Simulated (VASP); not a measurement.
# P in VASP: a series of runs, part 2 of 2

VASP 6.6.1. The steps go on from the part before.

### 6 Single point, PBEsol (strain -0.050 along x and y, +0.025 along z)

The input, INCAR:

```
SYSTEM = P
PREC = Accurate
ENCUT = 520
EDIFF = 1E-6
ISMEAR = 0
SIGMA = 0.05
LREAL = .False.
LASPH = .True.
NELM = 60
ALGO = Normal
ISIF = 2
LWAVE = .False.
LCHARG = .False.
GGA = PS
NBANDS = 18
```

The input, KPOINTS:

```
Automatic mesh
0
Gamma
  8 1 6
  0 0 0
```

The input, POSCAR:

```
P
1.0
    3.1195413340      0.0000000000      0.0000000000
    0.0000000000     33.1141794405      0.0000000000
    0.0000000000      0.0000000000      4.7478868277
P
4
Direct
    0.0000000000      0.9702614300      0.5921507200
    0.0000000000      0.0297385700      0.4078492800
    0.5000000000      0.0297385700      0.0921507200
    0.5000000000      0.9702614300      0.9078492800
```

Potentials or basis: VASP PAW PBE potentials, release 64 (P).

Started as:

```sh
> cat potpaw_PBE.64/P/POTCAR > POTCAR
> mpirun -np 1 vasp_std > vasp.out
```

OUTCAR:

```text
SYSTEM = P
   PREC = Accurate
   ENCUT = 520
   EDIFF = 1E-6
   ISMEAR = 0
   LREAL = .False.
   LASPH = .True.
   NELM = 60
   ISIF = 2
   GGA = PS

 ion  position               nearest neighbor table
   1  0.000  0.970  0.592-   2 2.16   4 2.16   4 2.16
   2  0.000  0.030  0.408-   1 2.16   3 2.16   3 2.16
   3  0.500  0.030  0.092-   4 2.16   2 2.16   2 2.16
   4  0.500  0.970  0.908-   3 2.16   1 2.16   1 2.16

  LATTYP: Found a simple orthorhombic cell.
 ALAT       =     3.1195413340
 B/A-ratio  =     1.5219823427
 C/A-ratio  =    10.6150795566

  Lattice vectors:

 A1 = (  -3.1195413340,   0.0000000000,   0.0000000000)
 A2 = (   0.0000000000,   0.0000000000,   4.7478868277)
 A3 = (   0.0000000000,  33.1141794405,   0.0000000000)

Analysis of symmetry for initial positions (statically):
=====================================================================
 Subroutine PRICEL returns:
 Original cell was already a primitive cell.

 Routine SETGRP: Setting up the symmetry group for a
 simple orthorhombic supercell.

 Subroutine GETGRP returns: Found  8 space group operations
 (whereof  4 operations were pure point group operations)
 out of a pool of  8 trial point group operations.

The static configuration has the point symmetry C_2h.
 The point group associated with its full space group is D_2h.

Analysis of symmetry for dynamics (positions and initial velocities):
=====================================================================
 Subroutine PRICEL returns:
 Original cell was already a primitive cell.

 Routine SETGRP: Setting up the symmetry group for a
 simple orthorhombic supercell.

 Subroutine GETGRP returns: Found  8 space group operations
 (whereof  4 operations were pure point group operations)
 out of a pool of  8 trial point group operations.

[... 117 lines left out ...]
   IALGO  =     38    algorithm
   IMIX   =      4    mixing-type and parameters
     AMIX     =   0.40;   BMIX     =  1.00
     AMIX_MAG =   1.60;   BMIX_MAG =  1.00
  volume/ion in A,a.u.               =     122.62       827.45
  Fermi-wavevector in a.u.,A,eV,Ry     =   0.563486  1.064834  4.320074  0.317516
  Thomas-Fermi vector in A             =   1.600647
   LORBIT       =      0    0 simple, 1 ext, 2 COOP (PROOUT), +10 PAW based schemes
   GGA     = PS    functional components
   LHFCALC =     F    Hartree Fock is set to
   AEXX    =    0.0000 exact exchange contribution
   IVDW    =     0    specifies the selected vdW correction
   LEPSILON=     F    determine dielectric tensor
   LRPA    =     F    only Hartree local field effects (RPA)
 non-spin polarized calculation
 Gauss-broadening in eV      SIGMA  =   0.05
  energy-cutoff  :      520.00
  volume of cell :      490.46
 maximum number of plane-waves:     13284
 NGX is ok and might be reduce to    24
   NGX = 11   NGY =123   NGZ = 17

 number of electron      20.0000002 magnetization

 Free energy of the ion-electron system (eV)
  ---------------------------------------------------
  ext. energy  EPLUGINS =         0.00000000
  ---------------------------------------------------
  free energy    TOTEN  =       -22.60779394 eV

  energy without entropy =      -22.60779394  energy(sigma->0) =      -22.60779394

 E-fermi :  -3.2013     XC(G=0):  -1.8530

 val. band max:       -3.4706760420   @ k =   0.1250   0.0000   0.0000
 cond. band min:      -2.4341040654   @ k =   0.5000   0.0000   0.1667
 fundamental gap:      1.0365719766
 Fermi energy:        -3.2013471201

 k-point     1 :       0.0000    0.0000    0.0000
  band No.  band energies     occupation
      1     -19.0679      2.00000
      2     -16.3161      2.00000
      3     -13.3931      2.00000
      4      -9.5353      2.00000
      5      -8.5319      2.00000
      6      -8.1517      2.00000
[... 397 lines left out ...]
      5      -8.7079      2.00000
      6      -8.7079      2.00000
[... 10 lines left out ...]
     17       3.4750      0.00000
     18       3.4750      0.00000

------------------------ aborting loop because EDIFF is reached ----------------------------------------

  FORCE on cell =-STRESS in cart. coord.  units (eV):
  Direction    XX          YY          ZZ          XY          YZ          ZX
  --------------------------------------------------------------------------------------
  -------------------------------------------------------------------------------------
  Total        4.9416527      3.8408127      0.6454266      0.0000000      0.0000000      0.0000000
  in kB       16.1427567     12.5466739      2.1083969      0.0000000      0.0000000      0.0000000
  external PRESSURE =      10.2659425 kB  Pullay stress =       0.0000000 kB

 VOLUME and BASIS-vectors are now :
 -----------------------------------------------------------------------------
  energy-cutoff  :      520.00
  volume of cell :      490.46
      direct lattice vectors                 reciprocal lattice vectors
     3.119541334  0.000000000  0.000000000     0.320559945  0.000000000  0.000000000
     0.000000000 33.114179441  0.000000000     0.000000000  0.030198544  0.000000000
     0.000000000  0.000000000  4.747886828     0.000000000  0.000000000  0.210620016

 POSITION                                       TOTAL-FORCE (eV/Angst)
 -----------------------------------------------------------------------------------
      0.00000     32.12941      2.81146         0.000000     -0.979403      0.073042
      0.00000      0.98477      1.93642         0.000000      0.979403     -0.073042
      1.55977      0.98477      0.43752         0.000000      0.979403      0.073042
      1.55977     32.12941      4.31037         0.000000     -0.979403     -0.073042
 -----------------------------------------------------------------------------------
    total drift:                               -0.000000      0.000000     -0.000000

  FREE ENERGIE OF THE ION-ELECTRON SYSTEM (eV)
  ---------------------------------------------------
  free  energy   TOTEN  =       -22.6077939380 eV

  energy  without entropy=      -22.6077939380  energy(sigma->0) =      -22.60779394
```

stdout:

```text
POSCAR found type information on POSCAR P
 POSCAR found :  1 types and       4 ions
 scaLAPACK will be used
 -----------------------------------------------------------------------------
|                                                                             |
|                                                                             |
|     You enforced a specific xc type in the INCAR file but a different       |
|     I HOPE YOU KNOW WHAT YOU ARE DOING!                                     |
|                                                                             |
 -----------------------------------------------------------------------------

 LDA part: xc-table for (Slater+PW92), standard interpolation
 POSCAR, INCAR and KPOINTS ok, starting setup
 FFT: planning ... GRIDC
 FFT: planning ... GRID_SOFT
 FFT: planning ... GRID
 WAVECAR not read
 entering main loop
```

Run time: 3 min. Hardware: 1 thread of Intel Xeon Platinum 8259CL at 2.50GHz (Skylake/Cascade Lake), shared host; peak memory 0.51 GiB.

What came out:

| Quantity | Value |
| --- | --- |
| Free energy | -22.6078 eV |
| Largest force | 0.982 eV/Å |
| Band gap on the k mesh | 1.04 eV (least direct gap 1.26 eV) |

Forces on the atoms (eV/Å):
```
P    0.000 -0.979  0.073
P    0.000  0.979 -0.073
P    0.000  0.979  0.073
P    0.000 -0.979 -0.073
```

Levels at points of the mesh, in eV from the valence-band top:
```csv
k point,band 6,band 7,band 8,band 9,band 10,band 11,band 12,band 13,band 14,band 15
"(0.00, 0.00, 0.00)",-4.68,-2.81,-1.69,-1.02,-0.05,1.21,2.25,3.53,3.59,4.44
"(0.50, 0.00, 0.00)",-5.60,-2.82,-2.82,-1.90,-1.90,1.06,1.06,2.25,2.25,4.40
"(0.00, 0.00, 0.50)",-2.92,-1.99,-1.99,-1.80,-1.80,2.92,2.92,4.01,4.01,4.39
"(0.50, 0.00, 0.50)",-5.24,-4.54,-4.54,-0.79,-0.79,2.55,2.55,3.24,3.24,4.72
```

Caveat: the cell differs from its parent crystal (strain -0.050 along x and y, +0.025 along z); there is no dipole correction, which matters where the two faces differ; the PAW data sets were made with another functional, which shifts forces and pressure a little.

### 7 Summary

| cell | gap on the mesh (eV) | largest force (eV/Å) |
| --- | --- | --- |
| a = 3.120, b = 33.114, c = 4.400 Å, 4 atoms | 0.70 | 1.88 |
| a = 3.120, b = 33.114, c = 4.516 Å, 4 atoms | 0.88 | 1.47 |
| a = 3.120, b = 33.114, c = 4.632 Å, 4 atoms | 1.01 | 1.15 |
| a = 3.202, b = 33.986, c = 4.400 Å, 4 atoms | 0.65 | 1.37 |
| a = 3.120, b = 33.114, c = 4.748 Å, 4 atoms | 1.04 | 0.98 |

Alike in all rows: task single point; level PBEsol; potentials or basis VASP PAW PBE potentials, release 64 (P); no spin polarisation; k mesh 8 × 1 × 6; cutoff (eV) 520; smearing gaussian 0.05 eV.

Caveats: there is no dipole correction, which matters where the two faces differ; the PAW data sets were made with another functional, which shifts forces and pressure a little.

Absolute energies hang on the potentials; compare differences alone.
